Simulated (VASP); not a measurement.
# CuI (F-43m) in VASP: settings compared, part 2 of 2

VASP 6.6.1. The steps go on from the part before.

### Step 3. Single point, PBE (strain +2.0%)

File INCAR:

```
PREC     = Accurate       # precision mode
ENCUT    = 520            # plane-wave cutoff, eV
EDIFF    = 1E-7           # SCF threshold, eV
ISMEAR   = -1             # smearing method
SIGMA    = 0.02           # smearing width, eV
LREAL    = F              # projectors in reciprocal space
LASPH    = T              # aspherical terms in the spheres
NELM     = 60             # most SCF steps
ALGO     = Normal         # electronic algorithm
ISIF     = 2              # what is computed and relaxed
LWAVE    = F              # write WAVECAR
LCHARG   = F              # write CHGCAR
GGA      = PE             # functional
NBANDS   = 16             # bands
```

File KPOINTS:

```
Automatic mesh
0
Gamma
  8 8 8
```

File POSCAR:

```
CuI
1.0
    0.0000000000      3.0722695239      3.0722695239
    3.0722695239      0.0000000000      3.0722695239
    3.0722695239      3.0722695239      0.0000000000
Cu I
1 1
Direct
    0.0000000000      0.0000000000      0.0000000000
    0.2500000000      0.2500000000      0.2500000000
```

Potentials or basis: VASP PAW PBE potentials, release 64 (Cu, I).

The run is started by

```console
cat potpaw_PBE.64/Cu/POTCAR potpaw_PBE.64/I/POTCAR > POTCAR
mpirun -np 1 vasp_std > vasp.out
```

Wall time 38 s (1 thread of Intel Xeon 8259CL, shared host); peak memory 0.19 GiB.

It converged, with:

```yaml
Free_energy: -5.5564 eV
Pressure: -1.1 GPa
Band_gap_on_the_k_mesh: 1.04 eV
```

Levels at points of the mesh, in eV from the valence-band top:
```
           k point  band 5  band 6  band 7  band 8  band 9  band 10  band 11  band 12  band 13  band 14
(0.00, 0.00, 0.00)   -1.69   -1.69    0.00    0.00    0.00     1.04     4.91     4.91     4.91     8.12
(0.50, 0.00, 0.00)   -1.67   -1.67   -1.63   -0.65   -0.65     2.12     5.43     5.43     7.32     8.97
(0.50, 0.50, 0.00)   -1.71   -1.64   -1.61   -1.36   -1.36     2.80     2.92     8.92     9.55     9.55
```

Caveat: the cell differs from its parent crystal (strain +2.0%); spin-orbit coupling is left out, which moves the levels of the heavy elements.

### Step 4. Single point, r2SCAN

File POSCAR:

```
CuI
1.0
    0.0000000000      3.0120289450      3.0120289450
    3.0120289450      0.0000000000      3.0120289450
    3.0120289450      3.0120289450      0.0000000000
Cu I
1 1
Direct
    0.0000000000      0.0000000000      0.0000000000
    0.2500000000      0.2500000000      0.2500000000
```

File INCAR.step1:

```
SYSTEM = CuI
ALGO     = Normal         ! electronic algorithm
EDIFF    = 1E-4           ! SCF threshold, eV
ENCUT    = 520            ! plane-wave cutoff, eV
GGA      = PE             ! functional
ISMEAR   = 0              ! smearing method
LASPH    = .TRUE.         ! aspherical terms in the spheres
LCHARG   = .FALSE.        ! write CHGCAR
LREAL    = .FALSE.        ! projectors in reciprocal space
LWAVE    = .TRUE.         ! write WAVECAR
NBANDS   = 16             ! bands
NELM     = 80             ! most SCF steps
PREC     = Accurate       ! precision mode
SIGMA    = 0.01           ! smearing width, eV
```

File INCAR.step2:

```
SYSTEM = CuI
ALGO     = Normal         ! electronic algorithm
EDIFF    = 1E-7           ! SCF threshold, eV
ENCUT    = 520            ! plane-wave cutoff, eV
ISIF     = 2              ! what is computed and relaxed
ISMEAR   = 0              ! smearing method
ISTART   = 1            
LASPH    = .TRUE.         ! aspherical terms in the spheres
LCHARG   = .FALSE.        ! write CHGCAR
LMIXTAU  = .TRUE.       
LREAL    = .FALSE.        ! projectors in reciprocal space
LWAVE    = .FALSE.        ! write WAVECAR
METAGGA  = R2SCAN         ! meta-GGA
NBANDS   = 16             ! bands
NELM     = 80             ! most SCF steps
PREC     = Accurate       ! precision mode
SIGMA    = 0.01           ! smearing width, eV
```

File KPOINTS:

```
k-points
0
G
  8 8 8
  0 0 0
```

Potentials or basis: VASP PAW PBE potentials, release 64 (Cu, I).

The run is started by

```console
cat potpaw_PBE.64/Cu/POTCAR potpaw_PBE.64/I/POTCAR > POTCAR
cp INCAR.step1 INCAR
mpirun -np 1 vasp_std > vasp.out
cp INCAR.step2 INCAR
mpirun -np 1 vasp_std > vasp.out
```

OUTCAR:

```text
SYSTEM = CuI
   EDIFF = 1E-7
   ENCUT = 520
   ISIF = 2
   ISMEAR = 0
   ISTART = 1
   LASPH = .TRUE.
   LREAL = .FALSE.
   METAGGA = R2SCAN
   NELM = 80
   PREC = Accurate

 ion  position               nearest neighbor table
   1  0.000  0.000  0.000-   2 2.61   2 2.61   2 2.61   2 2.61
   2  0.250  0.250  0.250-   1 2.61   1 2.61   1 2.61   1 2.61

  LATTYP: Found a face centered cubic cell.
 ALAT       =     6.0240578900

  Lattice vectors:

[... 642 lines left out ...]

------------------------ aborting loop because EDIFF is reached ----------------------------------------

  FORCE on cell =-STRESS in cart. coord.  units (eV):
  Direction    XX          YY          ZZ          XY          YZ          ZX
  --------------------------------------------------------------------------------------
  -------------------------------------------------------------------------------------
  Total       -0.0197166     -0.0197166     -0.0197166      0.0000000      0.0000000      0.0000000
  in kB       -0.5780107     -0.5780107     -0.5780107      0.0000000      0.0000000      0.0000000
  external PRESSURE =      -0.5780107 kB  Pullay stress =       0.0000000 kB

 VOLUME and BASIS-vectors are now :
 -----------------------------------------------------------------------------
  energy-cutoff  :      520.00
  volume of cell :       54.65
      direct lattice vectors                 reciprocal lattice vectors
     0.000000000  3.012028945  3.012028945    -0.166001061  0.166001061  0.166001061
     3.012028945  0.000000000  3.012028945     0.166001061 -0.166001061  0.166001061
     3.012028945  3.012028945  0.000000000     0.166001061  0.166001061 -0.166001061

 POSITION                                       TOTAL-FORCE (eV/Angst)
 -----------------------------------------------------------------------------------
      0.00000      0.00000      0.00000        -0.000000     -0.000000     -0.000000
      1.50601      1.50601      1.50601         0.000000      0.000000      0.000000
 -----------------------------------------------------------------------------------
    total drift:                                0.000010      0.000010      0.000010

  FREE ENERGIE OF THE ION-ELECTRON SYSTEM (eV)
  ---------------------------------------------------
  free  energy   TOTEN  =       -35.7954932687 eV

  energy  without entropy=      -35.7954932687  energy(sigma->0) =      -35.79549327
```

Wall time 2.5 min (1 thread of Intel Xeon 8259CL, shared host); peak memory 0.2 GiB.

What came out:

| Item | Value |
| --- | --- |
| Free energy | -35.7955 eV |
| Pressure | -0.1 GPa |
| Band gap on the k mesh | 1.67 eV |

Levels at points of the mesh, in eV from the valence-band top:
```csv
k point,band 7,band 8,band 9,band 10,band 11,band 12
"(0.00, 0.00, 0.00)",0.00,0.00,0.00,1.67,5.22,5.22
"(0.50, 0.00, 0.00)",-1.85,-0.74,-0.74,2.57,5.73,5.73
"(0.50, 0.50, 0.00)",-1.82,-1.57,-1.57,2.90,3.17,9.94
```

Caveat: the PAW data sets were made with another functional, which shifts forces and pressure a little; spin-orbit coupling is left out, which moves the levels of the heavy elements.

### Step 5. Single point, r2SCAN (strain +2.0%)

File POSCAR:

```
CuI
1.0
    0.0000000000      3.0722695239      3.0722695239
    3.0722695239      0.0000000000      3.0722695239
    3.0722695239      3.0722695239      0.0000000000
Cu I
1 1
Direct
    0.0000000000      0.0000000000      0.0000000000
    0.2500000000      0.2500000000      0.2500000000
```

File INCAR.step1:

```
ALGO     = Normal         # electronic algorithm
EDIFF    = 1E-4           # SCF threshold, eV
ENCUT    = 520            # plane-wave cutoff, eV
GGA      = PE             # functional
ISMEAR   = 0              # smearing method
LASPH    = T              # aspherical terms in the spheres
LCHARG   = F              # write CHGCAR
LREAL    = F              # projectors in reciprocal space
LWAVE    = T              # write WAVECAR
NBANDS   = 16             # bands
NELM     = 100            # most SCF steps
PREC     = Accurate       # precision mode
SIGMA    = 0.01           # smearing width, eV
```

File INCAR.step2:

```
ALGO     = Normal         # electronic algorithm
EDIFF    = 1E-6           # SCF threshold, eV
ENCUT    = 520            # plane-wave cutoff, eV
ISIF     = 2              # what is computed and relaxed
ISMEAR   = 0              # smearing method
ISTART   = 1            
LASPH    = T              # aspherical terms in the spheres
LCHARG   = F              # write CHGCAR
LMIXTAU  = T            
LREAL    = F              # projectors in reciprocal space
LWAVE    = F              # write WAVECAR
METAGGA  = R2SCAN         # meta-GGA
NBANDS   = 16             # bands
NELM     = 100            # most SCF steps
PREC     = Accurate       # precision mode
SIGMA    = 0.01           # smearing width, eV
```

File KPOINTS:

```
k-points
0
Gamma
  8 8 8
```

The run is started by

```console
cat potpaw_PBE.64/Cu/POTCAR potpaw_PBE.64/I/POTCAR > POTCAR
cp INCAR.step1 INCAR
mpirun -np 1 vasp_std > vasp.out
cp INCAR.step2 INCAR
mpirun -np 1 vasp_std > vasp.out
```

Wall time 1.9 min (1 thread of Intel Xeon 8259CL, shared host); peak memory 0.2 GiB.

It converged, with:

| Item | Value |
| --- | --- |
| Free energy | -35.7705 eV |
| Pressure | -2.3 GPa |
| Band gap on the k mesh | 1.50 eV |

Levels at points of the mesh, in eV from the valence-band top:
| k point | band 6 | band 7 | band 8 | band 9 | band 10 | band 11 | band 12 | band 13 |
| --- | --- | --- | --- | --- | --- | --- | --- | --- |
| (0.00, 0.00, 0.00) | -1.67 | 0.00 | 0.00 | 0.00 | 1.50 | 5.29 | 5.29 | 5.29 |
| (0.50, 0.00, 0.00) | -1.65 | -1.61 | -0.65 | -0.65 | 2.51 | 5.77 | 5.78 | 7.62 |
| (0.50, 0.50, 0.00) | -1.61 | -1.59 | -1.36 | -1.36 | 3.02 | 3.20 | 9.50 | 10.19 |

Caveat: the cell differs from its parent crystal (strain +2.0%); the PAW data sets were made with another functional, which shifts forces and pressure a little; spin-orbit coupling is left out, which moves the levels of the heavy elements.

### Step 6. Overview

```tsv
level	cell	smearing	gap on the mesh (eV)	pressure (GPa)
PBE	a = 4.260 Å, angles 60.0°, 2 atoms	fermi-dirac 0.02 eV	1.20	1.1
PBE	a = 4.345 Å, angles 60.0°, 2 atoms	fermi-dirac 0.02 eV	1.04	-1.1
r2SCAN	a = 4.260 Å, angles 60.0°, 2 atoms	gaussian 0.01 eV	1.67	-0.1
r2SCAN	a = 4.345 Å, angles 60.0°, 2 atoms	gaussian 0.01 eV	1.50	-2.3
```

Alike in all rows: task single point; potentials or basis VASP PAW PBE potentials, release 64 (Cu, I); no spin polarisation; k mesh 8 × 8 × 8; cutoff (eV) 520.

Caveats: spin-orbit coupling is left out, which moves the levels of the heavy elements; the PAW data sets were made with another functional, which shifts forces and pressure a little (at least some runs).

Absolute energies hang on the potentials; compare differences alone.
